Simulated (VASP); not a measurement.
# NiSb (P6_3/mmc) in VASP: further runs, part 2 of 2

VASP 6.6.1. Earlier steps stand in the parts before.

### 4 Single point, BLYP, collinear spin, zero start

Contents of INCAR:

```
PREC = Accurate
ENCUT = 600
EDIFF = 1E-6
ISMEAR = 0
SIGMA = 0.1
LREAL = False
LASPH = True
NELM = 200
ALGO = Normal
ISIF = 2
LWAVE = False
LCHARG = True
ISPIN = 2
MAGMOM = 0 0 0 0
LORBIT = 11
LMAXMIX = 4
GGA = B5
ALDAX = 1.0
AGGAX = 1.0
AGGAC = 1.0
ALDAC = 0.0
LELF = True
LVHAR = True
NBANDS = 27
GGA_COMPAT = False
```

Contents of KPOINTS:

```
Automatic mesh
0
Gamma
  3 3 1
```

Contents of POSCAR:

```
NiSb
1.0
    3.9399999606      0.0000000000      0.0000000000
   -1.9699999803      3.4121400568      0.0000000000
    0.0000000000      0.0000000000      5.1400000000
Ni Sb
2 2
Direct
    0.0000000000      0.0000000000      0.0000000000
    0.0000000000      0.0000000000      0.5000000000
    0.3333333333      0.6666666667      0.2500000000
    0.6666666667      0.3333333333      0.7500000000
```

Command:

```bash
cat potpaw_PBE.64/Ni/POTCAR potpaw_PBE.64/Sb/POTCAR > POTCAR
mpirun -np 1 vasp_std > vasp.out
```

Wall time 1.7 min (1 thread of AMD EPYC 7R43 (Zen 3), shared host); peak memory 0.19 GiB.

The run converged. Its results:

| Property | Result |
| --- | --- |
| Free energy | -16.0907 eV |
| Pressure | 8.8 GPa |
| Band gap on the k mesh | zero (filled and empty bands overlap) |
| Net moment | 0.00 μB per cell |
| Valence electrons inside the program's atomic spheres | Ni 9.40; Sb 2.48 |

Stress tensor (GPa, compression positive):
```
 0.97  0.00  0.00
 0.00  0.97  0.00
 0.00  0.00 24.51
```

Levels at points of the mesh, in eV from the Fermi level:
Spin up:
| k point | band 12 | band 13 | band 14 | band 15 | band 16 | band 17 | band 18 | band 19 |
| --- | --- | --- | --- | --- | --- | --- | --- | --- |
| (0.00, 0.00, 0.00) | -1.48 | -0.17 | 0.68 | 0.68 | 2.49 | 2.49 | 3.55 | 4.12 |
Spin down:
```
           k point  band 11  band 12  band 13  band 14  band 15  band 16  band 17  band 18  band 19  band 20
(0.00, 0.00, 0.00)    -1.48    -1.48    -0.17     0.68     0.68     2.49     2.49     3.55     4.12     5.24
```

Caveat: the k points lie up to 1.22 Å⁻¹ apart, too coarse for converged energies and pressures of a metal; the PAW data sets were made with another functional, which shifts forces and pressure a little; spin-orbit coupling is left out, which moves the levels of the heavy elements.

### 5 Single point, PBEsol+U

Contents of INCAR:

```
PREC = Accurate
ENCUT = 600
EDIFF = 1E-6
ISMEAR = 0
SIGMA = 0.1
LREAL = False
LASPH = True
NELM = 200
ALGO = Normal
ISIF = 2
LWAVE = False
LCHARG = True
LMAXMIX = 4
LDAU = True
LDAUTYPE = 1
LDAUL = 2 -1
LDAUU = 3.1 0
LDAUJ = 0.51 0
LDAUPRINT = 1
GGA = PS
LELF = True
LVHAR = True
NBANDS = 23
GGA_COMPAT = False
```

Contents of KPOINTS:

```
regular mesh
0
Gamma
  2 2 2
```

POSCAR is that of step 4.

Potentials or basis: VASP PAW PBE potentials, release 64 (Ni, Sb).

Command:

```bash
cat potpaw_PBE.64/Ni/POTCAR potpaw_PBE.64/Sb/POTCAR > POTCAR
mpirun -np 1 vasp_std > vasp.out
```

OUTCAR:

```text
PREC = Accurate
   ENCUT = 600
   EDIFF = 1E-6
   ISMEAR = 0
   LREAL = False
   LASPH = True
   NELM = 200
   ISIF = 2
   GGA = PS

 ion  position               nearest neighbor table
   1  0.000  0.000  0.000-   2 2.57   2 2.57   4 2.61   3 2.61   4 2.61   3 2.61   4 2.61   3 2.61

   2  0.000  0.000  0.500-   1 2.57   1 2.57   4 2.61   3 2.61   4 2.61   3 2.61   4 2.61   3 2.61

   3  0.333  0.667  0.250-   1 2.61   2 2.61   1 2.61   2 2.61   1 2.61   2 2.61   4 3.43   4 3.43
                             4 3.43   4 3.43   4 3.43   4 3.43
   4  0.667  0.333  0.750-   1 2.61   2 2.61   1 2.61   2 2.61   1 2.61   2 2.61   3 3.43   3 3.43
                             3 3.43   3 3.43   3 3.43   3 3.43

  LATTYP: Found a hexagonal cell.
 ALAT       =     3.9399999606
 C/A-ratio  =     1.3045685410

  Lattice vectors:

 A1 = (   3.9399999606,   0.0000000000,   0.0000000000)
 A2 = (  -1.9699999803,   3.4121400568,   0.0000000000)
 A3 = (   0.0000000000,   0.0000000000,   5.1400000000)

Analysis of symmetry for initial positions (statically):
=====================================================================
 Subroutine PRICEL returns:
 Original cell was already a primitive cell.

 Routine SETGRP: Setting up the symmetry group for a
 hexagonal supercell.

 Subroutine GETGRP returns: Found 24 space group operations
 (whereof 12 operations were pure point group operations)
[... 202 lines left out ...]
  o =  0.8305  v =  0.0000  0.0000  0.0000  0.0000  0.0000 -0.0000  0.4780 -0.0000 -0.0000  0.8784      0.0000  0.0000  0.0000  0.0000  0.0000  0.0000  0.0000  0.0000  0.0000  0.0000
  o =  0.8394  v =  0.0000 -0.0000 -1.0000  0.0000 -0.0000  0.0000  0.0000  0.0000  0.0000  0.0000      0.0000  0.0000  0.0000  0.0000  0.0000  0.0000  0.0000  0.0000  0.0000  0.0000
  o =  0.8394  v =  0.0000  0.0000  0.0000  0.0000  0.0000  0.0000 -0.0000 -1.0000  0.0000 -0.0000      0.0000  0.0000  0.0000  0.0000  0.0000  0.0000  0.0000  0.0000  0.0000  0.0000
  o =  0.9120  v = -0.4780  0.0000 -0.0000  0.8784 -0.0000  0.0000  0.0000  0.0000  0.0000  0.0000      0.0000  0.0000  0.0000  0.0000  0.0000  0.0000  0.0000  0.0000  0.0000  0.0000
  o =  0.9120  v =  0.0000  0.0000  0.0000  0.0000  0.0000 -0.4780  0.0000 -0.0000  0.8784 -0.0000      0.0000  0.0000  0.0000  0.0000  0.0000  0.0000  0.0000  0.0000  0.0000  0.0000
  o =  0.9120  v = -0.0000 -0.8784  0.0000  0.0000  0.4780  0.0000  0.0000  0.0000  0.0000  0.0000      0.0000  0.0000  0.0000  0.0000  0.0000  0.0000  0.0000  0.0000  0.0000  0.0000
  o =  0.9120  v =  0.0000  0.0000  0.0000  0.0000  0.0000 -0.0000 -0.8784  0.0000  0.0000  0.4780      0.0000  0.0000  0.0000  0.0000  0.0000  0.0000  0.0000  0.0000  0.0000  0.0000

 number of electron      30.0000015 magnetization

 Free energy of the ion-electron system (eV)
  ---------------------------------------------------
  ext. energy  EPLUGINS =         0.00000000
  ---------------------------------------------------
  free energy    TOTEN  =       -19.00176471 eV

  energy without entropy =      -18.95498730  energy(sigma->0) =      -18.97837601

 E-fermi :   9.8613     XC(G=0): -11.5869

 val. band max:        9.8165765486   @ k =   0.5000   0.0000   0.5000
 cond. band min:       9.9001723280   @ k =   0.0000   0.0000   0.5000
 fundamental gap:      0.0835957794
 Fermi energy:         9.8612655494

 k-point     1 :       0.0000    0.0000    0.0000
  band No.  band energies     occupation
      1      -3.2045      2.00000
      2       1.2800      2.00000
      3       3.4769      2.00000
      4       5.5893      2.00000
      5       5.5893      2.00000
      6       6.3502      2.00000
[... 93 lines left out ...]
     22      16.9415      0.00000
     23      20.5224      0.00000

------------------------ aborting loop because EDIFF is reached ----------------------------------------

  FORCE on cell =-STRESS in cart. coord.  units (eV):
  Direction    XX          YY          ZZ          XY          YZ          ZX
  --------------------------------------------------------------------------------------
  -------------------------------------------------------------------------------------
  Total       -2.1842886     -2.1842886     -0.5323546     -0.0000000     -0.0000000      0.0000000
  in kB      -50.6447493    -50.6447493    -12.3431341     -0.0000000     -0.0000000      0.0000000
  external PRESSURE =     -37.8775443 kB  Pullay stress =       0.0000000 kB

 VOLUME and BASIS-vectors are now :
 -----------------------------------------------------------------------------
  energy-cutoff  :      600.00
  volume of cell :       69.10
      direct lattice vectors                 reciprocal lattice vectors
     3.939999961  0.000000000  0.000000000     0.253807109  0.146535603  0.000000000
    -1.969999980  3.412140057  0.000000000     0.000000000  0.293071206  0.000000000
     0.000000000  0.000000000  5.140000000     0.000000000  0.000000000  0.194552529

 POSITION                                       TOTAL-FORCE (eV/Angst)
 -----------------------------------------------------------------------------------
      0.00000      0.00000      0.00000        -0.000000      0.000000      0.000000
      0.00000      0.00000      2.57000        -0.000000      0.000000      0.000000
     -0.00000      2.27476      1.28500         0.000000      0.000000      0.000000
      1.97000      1.13738      3.85500        -0.000000      0.000000      0.000000
 -----------------------------------------------------------------------------------
    total drift:                                0.000000     -0.000000      0.000000

  FREE ENERGIE OF THE ION-ELECTRON SYSTEM (eV)
  ---------------------------------------------------
  free  energy   TOTEN  =       -19.0017647104 eV

  energy  without entropy=      -18.9549873040  energy(sigma->0) =      -18.97837601
```

OSZICAR:

```text
N       E                     dE             d eps       ncg     rms          rms(c)
DAV:   1     0.181543685469E+03    0.18154E+03   -0.13449E+04   184   0.148E+03
DAV:   2    -0.923255805765E+01   -0.19078E+03   -0.18092E+03   191   0.293E+02
DAV:   3    -0.196826174103E+02   -0.10450E+02   -0.10078E+02   234   0.854E+01
DAV:   4    -0.198984133152E+02   -0.21580E+00   -0.21431E+00   212   0.106E+01
DAV:   5    -0.199041746021E+02   -0.57613E-02   -0.57605E-02   248   0.190E+00    0.118E+01
DAV:   6    -0.216526306158E+02   -0.17485E+01   -0.14708E+01   226   0.651E+01    0.131E+01
DAV:   7    -0.190591986882E+02    0.25934E+01   -0.59643E+00   219   0.426E+01    0.336E+00
DAV:   8    -0.190585649677E+02    0.63372E-03   -0.55967E-01   283   0.752E+00    0.236E+00
DAV:   9    -0.190024753110E+02    0.56090E-01   -0.13939E-01   233   0.590E+00    0.455E-01
DAV:  10    -0.190020051096E+02    0.47020E-03   -0.50769E-03   198   0.484E-01    0.314E-01
DAV:  11    -0.190017945841E+02    0.21053E-03   -0.65473E-04   252   0.220E-01    0.712E-02
DAV:  12    -0.190017640176E+02    0.30566E-04   -0.20309E-04   242   0.182E-01    0.339E-02
DAV:  13    -0.190017650722E+02   -0.10546E-05   -0.18254E-05   191   0.354E-02    0.167E-02
DAV:  14    -0.190017647104E+02    0.36179E-06   -0.20546E-06   174   0.124E-02
   1 F= -.19001765E+02 E0= -.18978376E+02  d E =-.467774E-01
```

stdout:

```text
POSCAR found type information on POSCAR NiSb
 POSCAR found :  2 types and       4 ions
 scaLAPACK will be used
 -----------------------------------------------------------------------------
|                                                                             |
|                                                                             |
|     You enforced a specific xc type in the INCAR file but a different       |
|     I HOPE YOU KNOW WHAT YOU ARE DOING!                                     |
|                                                                             |
 -----------------------------------------------------------------------------

 LDA part: xc-table for (Slater+PW92), standard interpolation
 POSCAR, INCAR and KPOINTS ok, starting setup
 FFT: planning ... GRIDC
 FFT: planning ... GRID_SOFT
 FFT: planning ... GRID
 WAVECAR not read
 entering main loop
```

It took 22 s on 1 thread of AMD EPYC 7R43 (Zen 3), shared host; peak memory 0.15 GiB.

What came out:

* Free energy: -19.0018 eV
* Pressure: -3.8 GPa
* Band gap on the k mesh: zero (bands 15 and 16 overlap by 2.57 eV)

Eigenvalues of the final occupation matrices:
```tsv
site	spin	trace	eigenvalues
site 1 d	1	4.32	0.83 0.83 0.84 0.91 0.91
site 1 d	2	4.32	0.83 0.83 0.84 0.91 0.91
site 2 d	1	4.32	0.83 0.83 0.84 0.91 0.91
site 2 d	2	4.32	0.83 0.83 0.84 0.91 0.91
```

Caveat: the k points lie up to 0.92 Å⁻¹ apart, too coarse for converged energies and pressures of a metal; the PAW data sets were made with another functional, which shifts forces and pressure a little; spin-orbit coupling is left out, which moves the levels of the heavy elements; U without spin polarisation on a metal has little footing; the U is typed as a test and isn't derived for this compound.

### 6 Single point, RPBE+D3(BJ)

Contents of INCAR:

```
SYSTEM = NiSb
PREC = Accurate
ENCUT = 600
EDIFF = 1E-6
ISMEAR = -1
SIGMA = 0.008617333262145177
LREAL = .False.
LASPH = .True.
NELM = 120
ALGO = Normal
ISIF = 2
LWAVE = .False.
LCHARG = .False.
GGA = RP
IVDW = 12
NBANDS = 23
GGA_COMPAT = .False.
```

Contents of KPOINTS:

```
regular mesh
0
Gamma
  4 4 3
  0 0 0
```

POSCAR is that of step 5.

Potentials or basis: VASP PAW PBE potentials, release 64 (Ni, Sb).

Command:

```bash
cat potpaw_PBE.64/Ni/POTCAR potpaw_PBE.64/Sb/POTCAR > POTCAR
mpirun -np 1 vasp_std > vasp.out
```

Wall time 34 s (1 thread of AMD EPYC 7R43 (Zen 3), shared host); peak memory 0.17 GiB.

The run converged. Its results:

```
Free energy                : -28.8993 eV
Pressure                   : -21.7 GPa
Band gap on the k mesh     : zero (bands 15 and 16 overlap by 2.13 eV)
Dispersion energy per atom : -2.618 eV
```

Stress tensor (GPa, compression positive):
```
-22.02   0.00   0.00
  0.00 -22.02   0.00
  0.00   0.00 -21.17
```

Levels at points of the mesh, in eV from the Fermi level:
```csv
k point,band 11,band 12,band 13,band 14,band 15,band 16,band 17,band 18,band 19,band 20
"(0.00, 0.00, 0.00)",-1.41,-1.41,-0.13,0.49,0.49,2.37,2.37,3.04,3.92,5.21
"(0.50, 0.00, 0.00)",-2.15,-1.92,-1.66,-1.47,-1.40,-0.44,1.04,3.33,3.85,5.22
```

Caveat: the k points lie up to 0.46 Å⁻¹ apart, too coarse for converged energies and pressures of a metal; the PAW data sets were made with another functional, which shifts forces and pressure a little; spin-orbit coupling is left out, which moves the levels of the heavy elements. Spin polarisation is off, so any magnetic state and its effect on volume and gap are missing.

### 7 Summary

```csv
level,spin,U,k mesh,smearing,LDAUTYPE,hund's J,gap on the mesh (eV),pressure (GPa)
PBE,off,-,3 × 3 × 2,gaussian 0.1 eV,-,-,none,4.8
BLYP,"collinear, zero start",-,3 × 3 × 1,gaussian 0.1 eV,-,-,none,8.8
PBEsol+U,off,"Ni d U = 3.1 eV, J = 0.51 eV",2 × 2 × 2,gaussian 0.1 eV,1,0.51,none,-3.8
RPBE+D3(BJ),off,-,4 × 4 × 3,fermi-dirac 0.00861733 eV,-,-,none,-21.7
```

Alike in all rows: task single point; potentials or basis VASP PAW PBE potentials, release 64 (Ni, Sb); cell as given; cutoff (eV) 600.

Caveats: all runs use coarse meshes; spin-orbit coupling is left out, which moves the levels of the heavy elements; the PAW data sets were made with another functional, which shifts forces and pressure a little (at least some runs); U without spin polarisation on a metal has little footing (at least some runs); the U is typed as a test and isn't derived for this compound (at least some runs).

Absolute energies hang on the potentials; compare differences alone.
